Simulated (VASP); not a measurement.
# Li (Im-3m) in VASP: further runs

Runs on Li. Level: r2SCAN. Tasks: single point, relaxation of cell and atoms.

All numbers are computed with VASP 6.6.1; they aren't measurements. Logs are shortened: lines on timing, memory, paths and dates and some standing lists are left out, and cuts for length are marked.

### 1 The cell of the first run

The structure is cubic, space group Im-3m (No. 229). The conventional cell has a = 3.479 Å, b = 3.479 Å, c = 3.479 Å, α = 90.00°, β = 90.00°, γ = 90.00°. Within 4.0 Å of Li (site symmetry m-3m) lie 14 Li at 3.01 to 3.48 Å.

### 2 Single point, r2SCAN

POSCAR reads:

```
Li
1.0
   -1.7393274575      1.7393274575      1.7393274575
    1.7393274575     -1.7393274575      1.7393274575
    1.7393274575      1.7393274575     -1.7393274575
Li
1
Direct
    0.0000000000      0.0000000000      0.0000000000
```

INCAR.step1 reads:

```
PREC = Accurate
ENCUT = 520
ISMEAR = 1
SIGMA = 0.05
LREAL = False
LASPH = True
NELM = 100
NBANDS = 8
GGA = PE
ALGO = Normal
EDIFF = 1E-4
LWAVE = True
LCHARG = False
```

INCAR.step2 reads:

```
PREC = Accurate
ENCUT = 520
EDIFF = 1E-7
ISMEAR = 1
SIGMA = 0.05
LREAL = False
LASPH = True
NELM = 100
ALGO = Normal
ISIF = 2
LWAVE = False
LCHARG = True
METAGGA = R2SCAN
LMIXTAU = True
LELF = True
LVHAR = True
NBANDS = 8
ISTART = 1
```

KPOINTS reads:

```
regular mesh
0
Gamma
  7 7 7
```

Potentials or basis: VASP PAW PBE potentials, release 64 (Li_sv).

The run is started by

```console
> cat potpaw_PBE.64/Li_sv/POTCAR > POTCAR
> cp INCAR.step1 INCAR
> mpirun -np 1 vasp_std > vasp.out
> cp INCAR.step2 INCAR
> mpirun -np 1 vasp_std > vasp.out
```

OUTCAR:

```text
PREC = Accurate
   ENCUT = 520
   EDIFF = 1E-7
   ISMEAR = 1
   LREAL = False
   LASPH = True
   NELM = 100
   ISIF = 2
   METAGGA = R2SCAN
   ISTART = 1

 ion  position               nearest neighbor table
   1  0.000  0.000  0.000-

  LATTYP: Found a body centered cubic cell.
 ALAT       =     3.4786549150

  Lattice vectors:

 A1 = (  -1.7393274575,   1.7393274575,   1.7393274575)
 A2 = (   1.7393274575,  -1.7393274575,   1.7393274575)
 A3 = (   1.7393274575,   1.7393274575,  -1.7393274575)

Analysis of symmetry for initial positions (statically):
=====================================================================
 Subroutine PRICEL returns:
 Original cell was already a primitive cell.

 Routine SETGRP: Setting up the symmetry group for a
 body centered cubic supercell.

 Subroutine GETGRP returns: Found 48 space group operations
 (whereof 48 operations were pure point group operations)
 out of a pool of 48 trial point group operations.

The static configuration has the point symmetry O_h .

Analysis of symmetry for dynamics (positions and initial velocities):
=====================================================================
 Subroutine PRICEL returns:
 Original cell was already a primitive cell.

 Routine SETGRP: Setting up the symmetry group for a
 body centered cubic supercell.

 Subroutine GETGRP returns: Found 48 space group operations
 (whereof 48 operations were pure point group operations)
 out of a pool of 48 trial point group operations.

The dynamic configuration has the point symmetry O_h .

 Subroutine INISYM returns: Found 48 space group operations
 (whereof 48 operations are pure point group operations),
 and found     1 'primitive' translations

----------------------------------------------------------------------------------------

                                     Primitive cell

  volume of cell :      21.0477

  direct lattice vectors                    reciprocal lattice vectors
    -1.739327457  1.739327457  1.739327457     0.000000000  0.287467433  0.287467433
     1.739327457 -1.739327457  1.739327457     0.287467433  0.000000000  0.287467433
     1.739327457  1.739327457 -1.739327457     0.287467433  0.287467433  0.000000000

  length of vectors
     3.012603527  3.012603527  3.012603527     0.406540343  0.406540343  0.406540343

  position of ions in fractional coordinates (direct lattice)
     0.000000000  0.000000000  0.000000000

  ion indices of the primitive-cell ions
   primitive index   ion index
                 1           1

----------------------------------------------------------------------------------------

 KPOINTS: regular mesh

Automatic generation of k-mesh.
 Grid dimensions read from file:
 generate k-points for:    7    7    7

 Generating k-lattice:

  Cartesian coordinates                     Fractional coordinates (reciprocal lattice)
     0.000000000  0.041066776  0.041066776     0.142857143  0.000000000  0.000000000
     0.041066776  0.000000000  0.041066776     0.000000000  0.142857143  0.000000000
     0.041066776  0.041066776  0.000000000     0.000000000  0.000000000  0.142857143

  Length of vectors
     0.058077192  0.058077192  0.058077192

  Shift w.r.t. Gamma in fractional coordinates (k-lattice)
     0.000000000  0.000000000  0.000000000

 Subroutine IBZKPT returns following result:
 ===========================================

 Found     20 irreducible k-points:

 Following reciprocal coordinates:
            Coordinates               Weight
  0.000000  0.000000  0.000000      1.000000
  0.142857  0.000000  0.000000     12.000000
  0.285714  0.000000  0.000000     12.000000
  0.428571  0.000000  0.000000     12.000000
  0.142857  0.142857  0.000000     24.000000
  0.285714  0.142857 -0.000000     48.000000
[... 12 lines left out ...]
 -0.428571 -0.428571  0.285714      8.000000
 -0.428571  0.428571  0.428571      6.000000
   k-points           NKPTS =     20   k-points in BZ     NKDIM =     20   number of bands    NBANDS=      8
   number of dos      NEDOS =    301   number of ions     NIONS =      1
   total plane-waves  NPLWV =  13824
   dimension x,y,z NGX =    24 NGY =   24 NGZ =   24
   dimension x,y,z NGXF=    48 NGYF=   48 NGZF=   48
   ions per type =               1
   NGX,Y,Z   is equivalent  to a cutoff of  13.24, 13.24, 13.24 a.u.
   NGXF,Y,Z  is equivalent  to a cutoff of  26.49, 26.49, 26.49 a.u.
 SYSTEM =  unknown system
   PREC   = accura    normal or accurate (medium, high low for compatibility)
   ISTART =      1    job   : 0-new  1-cont  2-samecut
   ICHARG =      0    charge: 1-file 2-atom 10-const
   ISPIN  =      1    spin polarized calculation?
   LNONCOLLINEAR =      F non collinear calculations
   LSORBIT =      F    spin-orbit coupling
   LASPH  =      T    aspherical Exc in radial PAW
   ENCUT  =  520.0 eV  38.22 Ry    6.18 a.u.   5.60  5.60  5.60*2*pi/ulx,y,z
   NELM   =    100;   NELMIN=  2; NELMDL=  0     # of ELM steps
   EDIFF  = 0.1E-06   stopping-criterion for ELM
   LREAL  =      F    real-space projection
   EDIFFG = 0.1E-05   stopping-criterion for IOM
   NSW    =      0    number of steps for IOM
   IBRION =     -1    ionic relax: 0-MD 1-quasi-New 2-CG
   NFREE  =      0    steps in history (QN), initial steepest desc. (CG)
   ISIF   =      2    stress and relaxation
   ISYM   =      2    0-nonsym 1-usesym 2-fastsym
   POTIM  = 0.5000    time-step for ionic-motion
   TEBEG  =    0.0;   TEEND  =   0.0 temperature during run
   PSTRESS=    0.0 pullay stress
   NELECT =       3.0000    total number of electrons
   NUPDOWN=      -1.0000    fix difference up-down
   EMIN   =  10.00;   EMAX   =-10.00  energy-range for DOS
   EFERMI =   0.00;   METHOD = LEGACY
   ISMEAR =     1;   SIGMA  =   0.05  broadening in eV -4-tet -1-fermi 0-gaus
   EFERMI_NEDOS =   21; number of points for ismear=-14 and -15
   IALGO  =     38    algorithm
   IMIX   =      4    mixing-type and parameters
     AMIX     =   0.40;   BMIX     =  1.00
     AMIX_MAG =   1.60;   BMIX_MAG =  1.00
  volume/ion in A,a.u.               =      21.05       142.04
  Fermi-wavevector in a.u.,A,eV,Ry     =   0.855160  1.616018  9.949915  0.731298
  Thomas-Fermi vector in A             =   1.971867
   LORBIT       =      0    0 simple, 1 ext, 2 COOP (PROOUT), +10 PAW based schemes
   METAGGA = R2SCAN    functional components
   LHFCALC =     F    Hartree Fock is set to
   AEXX    =    0.0000 exact exchange contribution
   IVDW    =     0    specifies the selected vdW correction
   LEPSILON=     F    determine dielectric tensor
   LRPA    =     F    only Hartree local field effects (RPA)
 non-spin polarized calculation
 Methfessel and Paxton  Order N= 1 SIGMA  =   0.05
  energy-cutoff  :      520.00
  volume of cell :       21.05
 maximum number of plane-waves:       581
   NGX = 11   NGY = 11   NGZ = 11

 number of electron       2.9999991 magnetization

 Free energy of the ion-electron system (eV)
  ---------------------------------------------------
  ext. energy  EPLUGINS =         0.00000000
  ---------------------------------------------------
  free energy    TOTEN  =        -2.38185793 eV

  energy without entropy =       -2.38118371  energy(sigma->0) =       -2.38163319

 E-fermi :   0.4975     XC(G=0):  -7.3496

 val. band max:        0.4804372356   @ k =  -0.2857   0.4286   0.1429
 cond. band min:       0.7421499917   @ k =  -0.4286   0.4286   0.1429
 fundamental gap:      0.2617127562
 Fermi energy:         0.4974882461

 k-point     1 :       0.0000    0.0000    0.0000
  band No.  band energies     occupation
      1     -47.6205      2.00000
      2      -3.2725      2.00000
      3      16.4437      0.00000
      4      16.4452      0.00000
      5      16.4452      0.00000
      6      20.5981      0.00000
      7      20.5983      0.00000
      8      20.5983      0.00000

 k-point     2 :       0.1429    0.0000    0.0000
  band No.  band energies     occupation
      1     -47.6174      2.00000
      2      -2.8589      2.00000
      3      13.4586      0.00000
      4      14.7687      0.00000
      5      15.6647      0.00000
      6      18.0305      0.00000
      7      18.5216      0.00000
      8      20.6787      0.00000

 k-point     3 :       0.2857    0.0000    0.0000
  band No.  band energies     occupation
      1     -47.6098      2.00000
      2      -1.6212      2.00000
      3       8.5815      0.00000
      4      12.8688      0.00000
      5      14.2397      0.00000
      6      15.8806      0.00000
      7      18.2177      0.00000
      8      21.6949      0.00000

 k-point     4 :       0.4286    0.0000    0.0000
  band No.  band energies     occupation
      1     -47.6038      2.00000
      2       0.2538      2.00000
      3       4.7424      0.00000
      4      11.8644      0.00000
      5      13.3593      0.00000
      6      14.7962      0.00000
      7      18.4863      0.00000
      8      23.8973      0.00000

 k-point     5 :       0.1429    0.1429    0.0000
  band No.  band energies     occupation
      1     -47.6119      2.00000
      2      -2.0286      2.00000
      3      10.7495      0.00000
      4      11.6855      0.00000
      5      13.8271      0.00000
      6      18.2413      0.00000
      7      18.6598      0.00000
      8      21.2620      0.00000
[... 133 lines left out ...]
 k-point    18 :      -0.4286    0.4286    0.2857
  band No.  band energies     occupation
      1     -47.5963      2.00000
      2       2.1785      0.00000
      3       5.8088      0.00000
      4       7.7827      0.00000
      5      11.3540      0.00000
      6      14.1366      0.00000
      7      16.5652      0.00000
      8      23.1198      0.00000

 k-point    19 :      -0.4286   -0.4286    0.2857
  band No.  band energies     occupation
      1     -47.5940      2.00000
      2       4.3932      0.00000
      3       4.3936      0.00000
      4       6.7189      0.00000
      5      12.2621      0.00000
      6      12.2623      0.00000
      7      15.2517      0.00000
      8      24.0710      0.00000

 k-point    20 :      -0.4286    0.4286    0.4286
  band No.  band energies     occupation
      1     -47.5921      2.00000
      2       4.4327      0.00000
      3       6.7352      0.00000
      4       6.7357      0.00000
      5       8.8460      0.00000
      6      10.9366      0.00000
      7      15.2372      0.00000
      8      28.7513      0.00000

------------------------ aborting loop because EDIFF is reached ----------------------------------------

  FORCE on cell =-STRESS in cart. coord.  units (eV):
  Direction    XX          YY          ZZ          XY          YZ          ZX
  --------------------------------------------------------------------------------------
  -------------------------------------------------------------------------------------
  Total       -0.0340324     -0.0340324     -0.0340324     -0.0000000     -0.0000000      0.0000000
  in kB       -2.5905889     -2.5905889     -2.5905889     -0.0000000     -0.0000000      0.0000000
  external PRESSURE =      -2.5905889 kB  Pullay stress =       0.0000000 kB

 VOLUME and BASIS-vectors are now :
 -----------------------------------------------------------------------------
  energy-cutoff  :      520.00
  volume of cell :       21.05
      direct lattice vectors                 reciprocal lattice vectors
    -1.739327457  1.739327457  1.739327457     0.000000000  0.287467433  0.287467433
     1.739327457 -1.739327457  1.739327457     0.287467433  0.000000000  0.287467433
     1.739327457  1.739327457 -1.739327457     0.287467433  0.287467433  0.000000000

 POSITION                                       TOTAL-FORCE (eV/Angst)
 -----------------------------------------------------------------------------------
      0.00000      0.00000      0.00000         0.000000      0.000000     -0.000000
 -----------------------------------------------------------------------------------
    total drift:                                0.000000      0.000000     -0.000000

  FREE ENERGIE OF THE ION-ELECTRON SYSTEM (eV)
  ---------------------------------------------------
  free  energy   TOTEN  =        -2.3818579333 eV

  energy  without entropy=       -2.3811837101  energy(sigma->0) =       -2.38163319
```

Wall time 12 s (1 thread of Intel Xeon Platinum 8488C (Sapphire Rapids), shared host); peak memory 0.13 GiB.

What came out:

| Quantity | Value |
| --- | --- |
| Free energy | -2.3819 eV |
| Band gap on the k mesh | zero (an odd number of electrons rules out a gap without spin polarisation) |

Levels at points of the mesh, in eV from the Fermi level:
```tsv
k point	band 1	band 2	band 3	band 4	band 5	band 6	band 7
(0.00, 0.00, 0.00)	-48.12	-3.77	15.95	15.95	15.95	20.10	20.10
```

Caveat: the k points lie up to 0.36 Å⁻¹ apart, too coarse for converged energies and pressures of a metal; the cutoff is under 1.25 times the usual one of these potentials, so pressure, stress and relaxed cells hold a basis-set (Pulay) error; the PAW data sets were made with another functional, which shifts forces and pressure a little.

### 3 Relaxation of cell and atoms, r2SCAN

This run uses another cell than the first one, of 21.61 Å³/atom.

POSCAR reads:

```
Li
1.0
   -1.7546500000      1.7546500000      1.7546500000
    1.7546500000     -1.7546500000      1.7546500000
    1.7546500000      1.7546500000     -1.7546500000
Li
1
Direct
    0.0000000000      0.0000000000      0.0000000000
```

INCAR.step1 reads:

```
SYSTEM = Li
PREC = Accurate ; ENCUT = 600
ISMEAR = 1 ; SIGMA = 0.05
LREAL = .False. ; LASPH = .True.
NELM = 100 ; GGA = PE
ALGO = Normal ; EDIFF = 1E-4
LWAVE = .True. ; LCHARG = .False.
```

INCAR.step2 reads:

```
SYSTEM = Li
PREC = Accurate ; ENCUT = 600
EDIFF = 1E-7 ; ISMEAR = 1
SIGMA = 0.05 ; LREAL = .False.
LASPH = .True. ; NELM = 100
ALGO = Normal ; ISIF = 3
LWAVE = .False. ; LCHARG = .False.
METAGGA = R2SCAN ; LMIXTAU = .True.
IBRION = 2 ; NSW = 60
EDIFFG = -0.03 ; ISTART = 1
```

KPOINTS reads:

```
regular mesh
0
Gamma
  7 7 7
  0 0 0
```

Potentials or basis: VASP PAW PBE potentials, release 64 (Li_sv).

The run is started by

```console
> cat potpaw_PBE.64/Li_sv/POTCAR > POTCAR
> cp INCAR.step1 INCAR
> mpirun -np 1 vasp_std > vasp.out
> cp INCAR.step2 INCAR
> mpirun -np 1 vasp_std > vasp.out
```

It took 28 s on 1 thread of Intel Xeon Platinum 8488C (Sapphire Rapids), shared host; peak memory 0.13 GiB.

Results (log left out):

| Quantity | Value |
| --- | --- |
| Free energy | -2.3841 eV |
| Relaxed volume | 20.91 Å³/atom |
| Relaxed cell | a = 3.006 Å, b = 3.006 Å, c = 3.006 Å, α = 109.47°, β = 109.47°, γ = 109.47° |
| Space group after relaxing (to 0.1 Å) | Im-3m (No. 229) |
| Energy gained by relaxing | 0.8 meV/atom |
| Ionic steps | 3 |
| Pressure after relaxing | -0.1 GPa |
| Band gap on the k mesh | zero (an odd number of electrons rules out a gap without spin polarisation) |

The path:
```csv
step,energy change (eV),largest force (eV/Å),pressure (GPa),volume (Å³)
1,0.0000,0.0000,-0.42,21.61
2,-0.0004,0.0000,-0.46,21.43
3,-0.0008,0.0000,-0.13,20.91
```

Final structure:
```xyz
1
Lattice="-1.7355 1.7355 1.7355 1.7355 -1.7355 1.7355 1.7355 1.7355 -1.7355" Properties=species:S:1:pos:R:3 pbc="T T T"
Li    0.0000    0.0000    0.0000
```

Levels at points of the mesh, in eV from the Fermi level:
```csv
k point,band 1,band 2,band 3,band 4,band 5
"(0.00, 0.00, 0.00)",-48.09,-3.78,16.01,16.01,16.01
```

Caveat: the k points lie up to 0.37 Å⁻¹ apart in the final cell, too coarse for converged energies and pressures of a metal; the cutoff is under 1.25 times the usual one of these potentials, so pressure, stress and relaxed cells hold a basis-set (Pulay) error; the PAW data sets were made with another functional, which shifts forces and pressure a little.

The gap in the log of VASP goes by the Fermi energy; the results here count the filled bands.